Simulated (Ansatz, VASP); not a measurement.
Two plane-wave programs on In

```
CELL_PARAMETERS angstrom
-1.87063 1.87063 1.87063
1.87063 -1.87063 1.87063
1.87063 1.87063 -1.87063
ATOMIC_POSITIONS crystal
In 0.00000 0.00000 0.00000
```

Alike in both runs: task single point; functional PBE; k mesh 16 × 16 × 16; occupations gaussian, width 0.1 eV; no spin polarisation.

|  | VASP | Ansatz |
| --- | --- | --- |
| version | VASP 6.6.1 | Ansatz 0.2.0 |
| potentials or method | VASP PAW PBE potentials, release 64 (In_d), cutoff 500 eV | scalar-relativistic, plane waves, PAW |
| valence electrons in the cell | 13 | 13 |

```tsv
	VASP	Ansatz	Ansatz less VASP
gap on the k mesh at the Fermi level (eV)	none	none	-
pressure (GPa)	2.5	2.5	+0.02
```

A gap of «none» marks a metal or a gap that the smearing closes.
